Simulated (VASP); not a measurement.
Set up this calculation in VASP 6.6.1, as the native input.

```yaml
Task: single point
Functional: PBE
Dispersion: D3(BJ)
Potentials_or_basis: VASP PAW PBE potentials, release 64 (Tl_d, Br)
Cutoff: 500 eV
k_mesh: 8 × 8 × 8
Occupations: gaussian, width 0.02 eV
Spin: no spin polarisation
Dipole_correction: no
Further_INCAR_settings: ALGO = Normal; EDIFF = 1e-06; NBANDS = 17
```

The structure of TlBr lies in POSCAR:

```
TlBr
1.0
    3.9800000000      0.0000000000      0.0000000000
    0.0000000000      3.9800000000      0.0000000000
    0.0000000000      0.0000000000      3.9800000000
Tl Br
1 1
Direct
    0.0000000000      0.0000000000      0.0000000000
    0.5000000000      0.5000000000      0.5000000000
```

One way to write it, as run:

INCAR

```
PREC = Accurate
ENCUT = 500
EDIFF = 1E-6
ISMEAR = 0
SIGMA = 0.02
LREAL = False
LASPH = True
NELM = 120
ALGO = Normal
ISIF = 2
LWAVE = False
LCHARG = True
GGA = PE
IVDW = 12
LELF = True
LVHAR = True
NBANDS = 17
GGA_COMPAT = False
```

KPOINTS

```
regular mesh
0
Gamma
  8 8 8
```

Potentials or basis: VASP PAW PBE potentials, release 64 (Tl_d, Br).

Run with:

```sh
$ cat potpaw_PBE.64/Tl_d/POTCAR potpaw_PBE.64/Br/POTCAR > POTCAR
$ mpirun -np 1 vasp_std > vasp.out
```

Results of the run:

```json
{
 "Pressure": "0.0 GPa",
 "Band gap on the k mesh": "1.86 eV, direct",
 "Dispersion energy per atom": "-0.274 eV"
}
```

Caveat: spin-orbit coupling is left out, which moves the levels of the heavy elements.

Wall time 11 s on 1 thread of AMD EPYC 9R45 (Zen 5), on a shared host, peak memory 0.16 GiB.
